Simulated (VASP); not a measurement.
# BaTiO3 (R3m) in VASP: further runs

BaTiO3 is run at these levels: PBE+U; tasks: single point.

All numbers are computed with VASP 6.6.1; they aren't measurements. Logs are shortened: lines on timing, memory, paths and dates and some standing lists are left out, and cuts for length are marked.

**1. The cell of the first run**

Symmetry: R3m, No. 160, trigonal system. Conventional cell: a = 5.549 Å, b = 5.549 Å, c = 6.827 Å, α = 90.00°, β = 90.00°, γ = 120.00°. Ba (site symmetry 3m) has 12 O at 2.71 to 2.85 Å and 8 Ti at 3.34 to 3.48 Å within 3.6 Å. Ti (site symmetry 3m) has 6 O at 1.85 to 2.09 Å within 2.5 Å. Within 2.5 Å of O (site symmetry m) lie 2 Ti at 1.85 to 2.09 Å.

**2. Single point, PBE+U (strain -0.030 along x and y, -0.030 along z)**

Input file INCAR:

```
SYSTEM = BaTiO3
PREC = Accurate
ENCUT = 520
EDIFF = 1E-7
ISMEAR = 0
SIGMA = 0.05
LREAL = .False.
LASPH = .True.
NELM = 150
ALGO = Normal
ISIF = 2
LWAVE = .False.
LCHARG = .False.
LMAXMIX = 4
LDAU = .True.
LDAUTYPE = 2
LDAUL = -1 2 -1
LDAUU = 0 4 0
LDAUJ = 0 0 0
LDAUPRINT = 1
GGA = PE
NBANDS = 28
```

Input file KPOINTS:

```
Automatic mesh
0
Gamma
  6 6 6
  0 0 0
```

Input file POSCAR:

```
BaTiO3
1.0
    2.7745609226      1.6018934955      2.2756719710
   -2.7745609226      1.6018934955      2.2756719710
    0.0000000000     -3.2037869911      2.2756719709
Ba Ti O
1 1 3
Direct
    0.0026800181      0.0026800181      0.0026800181
    0.5127992509      0.5127992509      0.5127992509
    0.4903227049      0.4903227049      0.9825753212
    0.4903227049      0.9825753212      0.4903227049
    0.9825753212      0.4903227049      0.4903227049
```

Potentials or basis: VASP PAW PBE potentials, release 64 (Ba_sv, Ti_sv, O).

Launch:

```bash
> cat potpaw_PBE.64/Ba_sv/POTCAR potpaw_PBE.64/Ti_sv/POTCAR potpaw_PBE.64/O/POTCAR > POTCAR
> mpirun -np 1 vasp_std > vasp.out
```

OUTCAR:

```text
SYSTEM = BaTiO3
   PREC = Accurate
   ENCUT = 520
   EDIFF = 1E-7
   ISMEAR = 0
   LREAL = .False.
   LASPH = .True.
   NELM = 150
   ISIF = 2
   GGA = PE

 ion  position               nearest neighbor table
   1  0.003  0.003  0.003-   4 2.71   5 2.71   3 2.71   4 2.78   5 2.78   5 2.78   4 2.78   3 2.78
                             3 2.78   5 2.85   4 2.85   3 2.85   2 3.34   2 3.38   2 3.38   2 3.38
   2  0.513  0.513  0.513-   3 1.85   4 1.85   5 1.85   3 2.09   4 2.09   5 2.09   1 3.34   1 3.38
                             1 3.38   1 3.38   1 3.42   1 3.42   1 3.42   1 3.48
   3  0.490  0.490  0.983-   2 1.85   2 2.09   1 2.71   1 2.78   1 2.78   1 2.85
   4  0.490  0.983  0.490-   2 1.85   2 2.09   1 2.71   1 2.78   1 2.78   1 2.85
   5  0.983  0.490  0.490-   2 1.85   2 2.09   1 2.71   1 2.78   1 2.78   1 2.85

  LATTYP: Found a trigonal (rhomboedric) cell.
 ALAT       =     3.9297498653
 COS(alpha) =     0.0030148013

  Lattice vectors:

 A1 = (   2.7745609226,   1.6018934955,   2.2756719710)
 A2 = (  -2.7745609226,   1.6018934955,   2.2756719710)
 A3 = (   0.0000000000,  -3.2037869911,   2.2756719709)

Analysis of symmetry for initial positions (statically):
=====================================================================
 Subroutine PRICEL returns:
 Original cell was already a primitive cell.

 Routine SETGRP: Setting up the symmetry group for a
 trigonal (rhombohedral) supercell.

 Subroutine GETGRP returns: Found  6 space group operations
 (whereof  6 operations were pure point group operations)
 out of a pool of 12 trial point group operations.

The static configuration has the point symmetry C_3v.

Analysis of symmetry for dynamics (positions and initial velocities):
=====================================================================
 Subroutine PRICEL returns:
 Original cell was already a primitive cell.

 Routine SETGRP: Setting up the symmetry group for a
 trigonal (rhombohedral) supercell.

 Subroutine GETGRP returns: Found  6 space group operations
 (whereof  6 operations were pure point group operations)
 out of a pool of 12 trial point group operations.

The dynamic configuration has the point symmetry C_3v.

 Subroutine INISYM returns: Found  6 space group operations
 (whereof  6 operations are pure point group operations),
 and found     1 'primitive' translations

----------------------------------------------------------------------------------------

                                     Primitive cell

  volume of cell :      60.6860

  direct lattice vectors                    reciprocal lattice vectors
     2.774560923  1.601893495  2.275671971     0.180208694  0.104043538  0.146476881
    -2.774560923  1.601893495  2.275671971    -0.180208694  0.104043538  0.146476881
     0.000000000 -3.203786991  2.275671971     0.000000000 -0.208087076  0.146476881

  length of vectors
     3.929749865  3.929749865  3.929749865     0.254471428  0.254471428  0.254471428

  position of ions in fractional coordinates (direct lattice)
     0.002680018  0.002680018  0.002680018
     0.512799251  0.512799251  0.512799251
     0.490322705  0.490322705  0.982575321
     0.490322705  0.982575321  0.490322705
     0.982575321  0.490322705  0.490322705

  ion indices of the primitive-cell ions
   primitive index   ion index
                 1           1
                 2           2
                 3           3
                 4           4
                 5           5

[... 60 lines left out ...]
   NGXF,Y,Z  is equivalent  to a cutoff of  25.38, 25.38, 25.38 a.u.
 SYSTEM =  BaTiO3
   PREC   = accura    normal or accurate (medium, high low for compatibility)
   ISTART =      0    job   : 0-new  1-cont  2-samecut
   ICHARG =      2    charge: 1-file 2-atom 10-const
   ISPIN  =      1    spin polarized calculation?
   LNONCOLLINEAR =      F non collinear calculations
   LSORBIT =      F    spin-orbit coupling
   LASPH  =      T    aspherical Exc in radial PAW
   ENCUT  =  520.0 eV  38.22 Ry    6.18 a.u.   7.31  7.31  7.31*2*pi/ulx,y,z
   NELM   =    150;   NELMIN=  2; NELMDL= -5     # of ELM steps
   EDIFF  = 0.1E-06   stopping-criterion for ELM
   LREAL  =      F    real-space projection
   EDIFFG = 0.1E-05   stopping-criterion for IOM
   NSW    =      0    number of steps for IOM
   IBRION =     -1    ionic relax: 0-MD 1-quasi-New 2-CG
   NFREE  =      0    steps in history (QN), initial steepest desc. (CG)
   ISIF   =      2    stress and relaxation
   ISYM   =      2    0-nonsym 1-usesym 2-fastsym
   POTIM  = 0.5000    time-step for ionic-motion
   TEBEG  =    0.0;   TEEND  =   0.0 temperature during run
   PSTRESS=    0.0 pullay stress
   NELECT =      40.0000    total number of electrons
   NUPDOWN=      -1.0000    fix difference up-down
   EMIN   =  10.00;   EMAX   =-10.00  energy-range for DOS
   EFERMI =   0.00;   METHOD = LEGACY
   ISMEAR =     0;   SIGMA  =   0.05  broadening in eV -4-tet -1-fermi 0-gaus
   EFERMI_NEDOS =   21; number of points for ismear=-14 and -15
   IALGO  =     38    algorithm
   IMIX   =      4    mixing-type and parameters
     AMIX     =   0.40;   BMIX     =  1.00
     AMIX_MAG =   1.60;   BMIX_MAG =  1.00
  volume/ion in A,a.u.               =      12.14        81.91
  Fermi-wavevector in a.u.,A,eV,Ry     =   1.424728  2.692345 27.617775  2.029849
  Thomas-Fermi vector in A             =   2.545188
   LORBIT       =      0    0 simple, 1 ext, 2 COOP (PROOUT), +10 PAW based schemes
 LDA+U is selected, type is set to LDAUTYPE =  2
   angular momentum for each species LDAUL =    -1    2   -1
   U (eV)           for each species LDAUU =   0.0  4.0  0.0
   J (eV)           for each species LDAUJ =   0.0  0.0  0.0
   GGA     = PE    functional components
   LHFCALC =     F    Hartree Fock is set to
   AEXX    =    0.0000 exact exchange contribution
   IVDW    =     0    specifies the selected vdW correction
   LEPSILON=     F    determine dielectric tensor
   LRPA    =     F    only Hartree local field effects (RPA)
 non-spin polarized calculation
 Gauss-broadening in eV      SIGMA  =   0.05
  energy-cutoff  :      520.00
  volume of cell :       60.69
 maximum number of plane-waves:      1650
 NGX is ok and might be reduce to    30
   NGX = 15   NGY = 15   NGZ = 15

atom =   2  type =  2  l = 2

 onsite density matrix

spin component  1

  0.1707  0.0000 -0.0000  0.0701  0.0000
  0.0000  0.2045  0.0000  0.0000  0.0701
 -0.0000  0.0000  0.1142 -0.0000  0.0000
  0.0701  0.0000 -0.0000  0.2045 -0.0000
  0.0000  0.0701  0.0000 -0.0000  0.1707

spin component  2

  0.1707  0.0000 -0.0000  0.0701  0.0000
  0.0000  0.2045  0.0000  0.0000  0.0701
 -0.0000  0.0000  0.1142 -0.0000  0.0000
  0.0701  0.0000 -0.0000  0.2045 -0.0000
  0.0000  0.0701  0.0000 -0.0000  0.1707

 occupancies and eigenvectors

  o =  0.1142  v =  0.0000  0.0000 -1.0000  0.0000 -0.0000  0.0000  0.0000  0.0000  0.0000  0.0000      0.0000  0.0000  0.0000  0.0000  0.0000  0.0000  0.0000  0.0000  0.0000  0.0000
  o =  0.1142  v =  0.0000  0.0000  0.0000  0.0000  0.0000  0.0000  0.0000 -1.0000  0.0000 -0.0000      0.0000  0.0000  0.0000  0.0000  0.0000  0.0000  0.0000  0.0000  0.0000  0.0000
  o =  0.1155  v =  0.0000  0.0000  0.0000  0.0000  0.0000 -0.7857  0.0000 -0.0000  0.6186  0.0000      0.0000  0.0000  0.0000  0.0000  0.0000  0.0000  0.0000  0.0000  0.0000  0.0000
  o =  0.1155  v = -0.7857  0.0000 -0.0000  0.6186  0.0000  0.0000  0.0000  0.0000  0.0000  0.0000      0.0000  0.0000  0.0000  0.0000  0.0000  0.0000  0.0000  0.0000  0.0000  0.0000
  o =  0.1155  v =  0.0000  0.0000  0.0000  0.0000  0.0000  0.0000  0.6186  0.0000  0.0000 -0.7857      0.0000  0.0000  0.0000  0.0000  0.0000  0.0000  0.0000  0.0000  0.0000  0.0000
  o =  0.1155  v =  0.0000  0.6186  0.0000  0.0000 -0.7857  0.0000  0.0000  0.0000  0.0000  0.0000      0.0000  0.0000  0.0000  0.0000  0.0000  0.0000  0.0000  0.0000  0.0000  0.0000
  o =  0.2597  v =  0.0000 -0.7857 -0.0000  0.0000 -0.6186  0.0000  0.0000  0.0000  0.0000  0.0000      0.0000  0.0000  0.0000  0.0000  0.0000  0.0000  0.0000  0.0000  0.0000  0.0000
  o =  0.2597  v =  0.0000  0.0000  0.0000  0.0000  0.0000  0.0000 -0.7857 -0.0000  0.0000 -0.6186      0.0000  0.0000  0.0000  0.0000  0.0000  0.0000  0.0000  0.0000  0.0000  0.0000
  o =  0.2597  v = -0.6186  0.0000  0.0000 -0.7857 -0.0000  0.0000  0.0000  0.0000  0.0000  0.0000      0.0000  0.0000  0.0000  0.0000  0.0000  0.0000  0.0000  0.0000  0.0000  0.0000
  o =  0.2597  v =  0.0000  0.0000  0.0000  0.0000  0.0000 -0.6186  0.0000  0.0000 -0.7857 -0.0000      0.0000  0.0000  0.0000  0.0000  0.0000  0.0000  0.0000  0.0000  0.0000  0.0000

 number of electron      40.0000002 magnetization

 Free energy of the ion-electron system (eV)
  ---------------------------------------------------
  ext. energy  EPLUGINS =         0.00000000
  ---------------------------------------------------
  free energy    TOTEN  =       -36.86061758 eV

  energy without entropy =      -36.86061758  energy(sigma->0) =      -36.86061758

 E-fermi :   4.6780     XC(G=0): -11.5435

 val. band max:        4.3495485231   @ k =   0.5000   0.5000   0.5000
 cond. band min:       7.2209745183   @ k =   0.0000   0.0000   0.0000
 fundamental gap:      2.8714259951
 Fermi energy:         4.6779529508

 k-point     1 :       0.0000    0.0000    0.0000
  band No.  band energies     occupation
      1     -52.7706      2.00000
      2     -29.0084      2.00000
      3     -29.0084      2.00000
      4     -29.0040      2.00000
      5     -20.3382      2.00000
      6     -12.6624      2.00000
[... 733 lines left out ...]
     27      12.8460      0.00000
     28      13.3530      0.00000

 [... further k-points ...]

------------------------ aborting loop because EDIFF is reached ----------------------------------------

  FORCE on cell =-STRESS in cart. coord.  units (eV):
  Direction    XX          YY          ZZ          XY          YZ          ZX
  --------------------------------------------------------------------------------------
  -------------------------------------------------------------------------------------
  Total        8.6256555      8.6256555      8.0544637      0.0000000      0.0000000     -0.0000000
  in kB      227.7266604    227.7266604    212.6465773      0.0000000      0.0000000     -0.0000000
  external PRESSURE =     222.6999661 kB  Pullay stress =       0.0000000 kB

 VOLUME and BASIS-vectors are now :
 -----------------------------------------------------------------------------
  energy-cutoff  :      520.00
  volume of cell :       60.69
      direct lattice vectors                 reciprocal lattice vectors
     2.774560923  1.601893495  2.275671971     0.180208694  0.104043538  0.146476881
    -2.774560923  1.601893495  2.275671971    -0.180208694  0.104043538  0.146476881
     0.000000000 -3.203786991  2.275671971     0.000000000 -0.208087076  0.146476881

 POSITION                                       TOTAL-FORCE (eV/Angst)
 -----------------------------------------------------------------------------------
      0.00000     -0.00000      0.01830         0.000000      0.000000     -0.142121
      0.00000     -0.00000      3.50089         0.000000      0.000000     -1.625333
      0.00000     -1.57707      4.46765         0.000000     -0.916160      0.589151
     -1.36578      0.78854      4.46765        -0.793418      0.458080      0.589151
      1.36578      0.78854      4.46765         0.793418      0.458080      0.589151
 -----------------------------------------------------------------------------------
    total drift:                               -0.000000      0.000001     -0.000314

  FREE ENERGIE OF THE ION-ELECTRON SYSTEM (eV)
  ---------------------------------------------------
  free  energy   TOTEN  =       -36.8606175822 eV

  energy  without entropy=      -36.8606175822  energy(sigma->0) =      -36.86061758
```

It took 2.3 min on 1 thread of Intel Xeon 8259CL, shared host; peak memory 0.2 GiB.

What came out:

```
Free energy            : -36.8606 eV
Pressure               : 22.3 GPa
Largest force          : 1.625 eV/Å
Band gap on the k mesh : 2.87 eV (least direct gap 3.20 eV)
```

Forces in eV/Å, atoms in the order of the input:
```
Ba   0.000  0.000 -0.142
Ti   0.000  0.000 -1.625
O    0.000 -0.916  0.589
O   -0.793  0.458  0.589
O    0.793  0.458  0.589
```

Eigenvalues of the final occupation matrices:
| site | spin | trace | eigenvalues |
| --- | --- | --- | --- |
| site 2 d | 1 | 0.86 | 0.11 0.12 0.12 0.26 0.26 |
| site 2 d | 2 | 0.86 | 0.11 0.12 0.12 0.26 0.26 |

Caveat: the cell differs from its parent crystal (strain -0.030 along x and y, -0.030 along z); the cell stands under pressure; spin-orbit coupling is left out, which moves the levels of the heavy elements; forces of over 1 eV/Å act on the atoms, so gaps and moduli don't describe the material at rest. A k mesh can miss the band edges.

**3. Single point, PBE+U (strain -0.030 along x and y, -0.015 along z)**

Input file INCAR:

```
  PREC = Accurate
  ENCUT = 520
  EDIFF = 1E-7
  ISMEAR = 0
  SIGMA = 0.05
  LREAL = F
  LASPH = T
  NELM = 150
  ALGO = Normal
  ISIF = 2
  LWAVE = F
  LCHARG = T
  LMAXMIX = 4
  LDAU = T
  LDAUTYPE = 2
  LDAUL = -1 2 -1
  LDAUU = 0 4 0
  LDAUJ = 0 0 0
  LDAUPRINT = 1
  GGA = PE
  LELF = T
  LVHAR = T
  NBANDS = 28
```

Input file KPOINTS:

```
Automatic mesh
0
Gamma
  6 6 6
```

POSCAR, as its differences from that of step 2:

```diff
@@ -2,5 +2,5 @@
 1.0
-    2.7745609226      1.6018934955      2.2756719710
-   -2.7745609226      1.6018934955      2.2756719710
-    0.0000000000     -3.2037869911      2.2756719709
+    2.7745609226      1.6018934955      2.3108627746
+   -2.7745609226      1.6018934955      2.3108627746
+    0.0000000000     -3.2037869911      2.3108627746
 Ba Ti O
```

Potentials or basis: VASP PAW PBE potentials, release 64 (Ba_sv, Ti_sv, O).

Launch:

```bash
> cat potpaw_PBE.64/Ba_sv/POTCAR potpaw_PBE.64/Ti_sv/POTCAR potpaw_PBE.64/O/POTCAR > POTCAR
> mpirun -np 1 vasp_std > vasp.out
```

Run time: 2.2 min. Hardware: 1 thread of Intel Xeon 8259CL, shared host; peak memory 0.21 GiB.

The run converged. Its results:

```
Free energy            : -36.9683 eV
Pressure               : 18.7 GPa
Largest force          : 1.436 eV/Å
Band gap on the k mesh : 2.83 eV (least direct gap 3.13 eV)
```

Forces in eV/Å, atoms in the order of the input:
```
Ba   0.000  0.000 -0.107
Ti   0.000  0.000 -1.436
O    0.000 -0.838  0.514
O   -0.726  0.419  0.514
O    0.726  0.419  0.514
```

Stress tensor (GPa, compression positive):
```
20.49  0.00  0.00
 0.00 20.49  0.00
 0.00  0.00 15.24
```

Levels at points of the mesh, in eV from the valence-band top:
```tsv
k point	band 16	band 17	band 18	band 19	band 20	band 21	band 22	band 23	band 24	band 25
(0.00, 0.00, 0.00)	-1.35	-1.09	-0.49	-0.30	-0.30	2.83	2.83	3.00	4.72	4.72
(0.50, 0.00, 0.00)	-2.12	-1.70	-1.64	-0.98	-0.82	3.06	4.43	4.50	4.69	6.47
(0.50, 0.50, 0.00)	-2.75	-1.73	-0.88	-0.80	-0.08	4.48	4.52	4.86	5.33	8.04
(0.50, 0.50, 0.50)	-2.22	-2.22	0.00	0.00	0.00	5.06	5.16	5.16	6.74	6.74
```

Eigenvalues of the final occupation matrices:
```
    site  spin  trace               eigenvalues
site 2 d     1   0.86  0.11 0.11 0.11 0.26 0.26
site 2 d     2   0.86  0.11 0.11 0.11 0.26 0.26
```

Caveat: the cell differs from its parent crystal (strain -0.030 along x and y, -0.015 along z); the stress differs along the axes, from 15 to 20 GPa; spin-orbit coupling is left out, which moves the levels of the heavy elements; forces of over 1 eV/Å act on the atoms, so gaps and moduli don't describe the material at rest.

**4. Single point, PBE+U (strain -0.030 along x and y, +0.000 along z)**

Input file INCAR:

```
  ALGO = Normal
  EDIFF = 1E-7
  ENCUT = 520
  GGA = PE
  ISIF = 2
  ISMEAR = 0
  LASPH = T
  LCHARG = T
  LDAU = T
  LDAUJ = 0 0 0
  LDAUL = -1 2 -1
  LDAUPRINT = 1
  LDAUTYPE = 2
  LDAUU = 0 4 0
  LELF = T
  LMAXMIX = 4
  LREAL = F
  LVHAR = T
  LWAVE = F
  NBANDS = 28
  NELM = 150
  PREC = Accurate
  SIGMA = 0.05
```

Input file KPOINTS:

```
k-points
0
Gamma
  6 6 6
```

POSCAR, as its differences from that of step 3:

```diff
@@ -2,5 +2,5 @@
 1.0
-    2.7745609226      1.6018934955      2.3108627746
-   -2.7745609226      1.6018934955      2.3108627746
-    0.0000000000     -3.2037869911      2.3108627746
+    2.7745609226      1.6018934955      2.3460535783
+   -2.7745609226      1.6018934955      2.3460535783
+    0.0000000000     -3.2037869911      2.3460535783
 Ba Ti O
```

Launch:

```bash
> cat potpaw_PBE.64/Ba_sv/POTCAR potpaw_PBE.64/Ti_sv/POTCAR potpaw_PBE.64/O/POTCAR > POTCAR
> mpirun -np 1 vasp_std > vasp.out
```

It took 2.3 min on 1 thread of Intel Xeon 8259CL, shared host; peak memory 0.21 GiB.

The run converged. Its results:

```
Free energy            : -37.0423 eV
Pressure               : 15.5 GPa
Largest force          : 1.237 eV/Å
Band gap on the k mesh : 2.77 eV (least direct gap 3.06 eV)
```

Forces on the atoms (eV/Å):
```
Ba   0.000  0.000 -0.071
Ti   0.000  0.000 -1.237
O    0.000 -0.759  0.436
O   -0.657  0.379  0.436
O    0.657  0.379  0.436
```

Stress tensor (GPa, compression positive):
```
18.39  0.00  0.00
 0.00 18.39  0.00
 0.00  0.00  9.68
```

Levels at points of the mesh, in eV from the valence-band top:
| k point | band 16 | band 17 | band 18 | band 19 | band 20 | band 21 | band 22 | band 23 | band 24 | band 25 |
| --- | --- | --- | --- | --- | --- | --- | --- | --- | --- | --- |
| (0.00, 0.00, 0.00) | -1.35 | -1.04 | -0.57 | -0.29 | -0.29 | 2.77 | 2.77 | 2.99 | 4.61 | 4.61 |
| (0.50, 0.00, 0.00) | -2.09 | -1.66 | -1.65 | -1.03 | -0.79 | 3.00 | 4.35 | 4.40 | 4.58 | 6.31 |
| (0.50, 0.50, 0.00) | -2.69 | -1.75 | -0.92 | -0.80 | -0.09 | 4.38 | 4.44 | 4.76 | 5.20 | 7.94 |
| (0.50, 0.50, 0.50) | -2.21 | -2.21 | -0.02 | 0.00 | 0.00 | 4.98 | 5.04 | 5.04 | 6.62 | 6.62 |

Eigenvalues of the final occupation matrices:
| site | spin | trace | eigenvalues |
| --- | --- | --- | --- |
| site 2 d | 1 | 0.85 | 0.11 0.11 0.11 0.25 0.25 |
| site 2 d | 2 | 0.85 | 0.11 0.11 0.11 0.25 0.25 |

Caveat: the cell differs from its parent crystal (strain -0.030 along x and y, +0.000 along z); the stress differs along the axes, from 10 to 18 GPa; spin-orbit coupling is left out, which moves the levels of the heavy elements; forces of over 1 eV/Å act on the atoms, so gaps and moduli don't describe the material at rest.

**5. The runs side by side**

```tsv
cell	gap on the mesh (eV)	pressure (GPa)	largest force (eV/Å)
a = 3.930 Å, angles 89.8°, 5 atoms	2.87	22.3	1.63
a = 3.950 Å, angles 89.2°, 5 atoms	2.83	18.7	1.44
a = 3.971 Å, angles 88.6°, 5 atoms	2.77	15.5	1.24
```

Alike in all rows: task single point; level PBE+U; potentials or basis VASP PAW PBE potentials, release 64 (Ba_sv, Ti_sv, O); no spin polarisation; Ti d U = 4.0 eV; k mesh 6 × 6 × 6; cutoff (eV) 520; smearing gaussian 0.05 eV.

Caveats: spin-orbit coupling is left out, which moves the levels of the heavy elements; forces of over 1 eV/Å act on the atoms, so gaps and moduli don't describe the material at rest; the cell stands under pressure (at least some runs); the stress differs along the axes, from 15 to 20 GPa (at least some runs); the stress differs along the axes, from 10 to 18 GPa (at least some runs).

Total energies depend on the potentials used, so only differences within one code and one set of settings carry meaning.
